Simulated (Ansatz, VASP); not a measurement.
**Two plane-wave programs on Te2Mo**

INCAR

```
  PREC = Accurate
  ENCUT = 520
  EDIFF = 1E-6
  ISMEAR = -1
  SIGMA = 0.05
  LREAL = False
  LASPH = True
  NELM = 60
  ALGO = Normal
  ISIF = 2
  LWAVE = False
  LCHARG = False
  GGA = PE
  ALDAC = 0.0
  AGGAC = 0.0
  NBANDS = 64
```

Contents of KPOINTS:

```
Automatic mesh
0
Gamma
  4 8 2
```

File POSCAR:

```
Te2Mo
1.0
    6.3300000000      0.0000000000      0.0000000000
    0.0000000000      3.4690000000      0.0000000000
   -0.9467947088      0.0000000000     13.8276237937
Te Mo
8 4
Direct
    0.9437000000      0.7500000000      0.6045000000
    0.0563000000      0.2500000000      0.3955000000
    0.9030000000      0.2500000000      0.8514000000
    0.0970000000      0.7500000000      0.1486000000
    0.4112000000      0.7500000000      0.8955000000
    0.5888000000      0.2500000000      0.1045000000
    0.4432000000      0.2500000000      0.6484000000
    0.5568000000      0.7500000000      0.3516000000
    0.8167000000      0.7500000000      0.9926000000
    0.1833000000      0.2500000000      0.0074000000
    0.6819000000      0.2500000000      0.4934000000
    0.3181000000      0.7500000000      0.5066000000
```

The input input.yaml:

```yaml
crystal:
  lattice:
    - [6.33, 0.0, 0.0]
    - [0.0, 3.469, 0.0]
    - [-0.9467947088, 0.0, 13.8276237937]
  atoms:
    - { symbol: Te, position: [0.9437, 0.75, 0.6045] }
    - { symbol: Te, position: [0.0563, 0.25, 0.3955] }
    - { symbol: Te, position: [0.903, 0.25, 0.8514] }
    - { symbol: Te, position: [0.097, 0.75, 0.1486] }
    - { symbol: Te, position: [0.4112, 0.75, 0.8955] }
    - { symbol: Te, position: [0.5888, 0.25, 0.1045] }
    - { symbol: Te, position: [0.4432, 0.25, 0.6484] }
    - { symbol: Te, position: [0.5568, 0.75, 0.3516] }
    - { symbol: Mo, position: [0.8167, 0.75, 0.9926] }
    - { symbol: Mo, position: [0.1833, 0.25, 0.0074] }
    - { symbol: Mo, position: [0.6819, 0.25, 0.4934] }
    - { symbol: Mo, position: [0.3181, 0.75, 0.5066] }
hamiltonian:
  xc: { exchange: pbe, correlation: none }
  pseudopotentials: { kind: paw }
kpoints:
  mp_grid: { grid: [4, 8, 2] }
scf:
  occupations: { method: fermi_dirac, width: 0.05 }
output:
  forces: true
  stress: true
  eigenvalues: true
```

Alike in both runs: task single point; functional PBE exchange alone; k mesh 4 × 8 × 2; occupations fermi-dirac, width 0.05 eV; no spin polarisation.

|  | VASP | Ansatz |
| --- | --- | --- |
| version | VASP 6.6.1 | Ansatz 0.2.0 |
| potentials or method | VASP PAW PBE potentials, release 64 (Te, Mo_sv) | Ansatz PAW |
| plane-wave cutoff (eV) | 520 | 420 |
| valence electrons in the cell | 104 | 184 |

```csv
,VASP,Ansatz,Ansatz less VASP
gap on the k mesh at the Fermi level (eV),none,none,-
pressure (GPa),16.4,16.3,-0.13
"traceless stress, the component that is largest in VASP (GPa)",-0.69,-0.68,+0.002
rms of the force components (eV/Å),0.493,0.481,-0.0116
```

VASP's potentials were made for PBE, not for PBE exchange alone. Atom by atom the forces differ by 0.012 eV/Å (rms over components). A gap of «none» marks a metal or a gap that the smearing closes. The functional is the same, so the differences come from potentials, cutoffs and numerics. VASP's potentials hold 104 valence electrons a cell and Ansatz's 184, so a difference there can come from the potentials and not from the codes.

Spin-orbit coupling is off throughout.
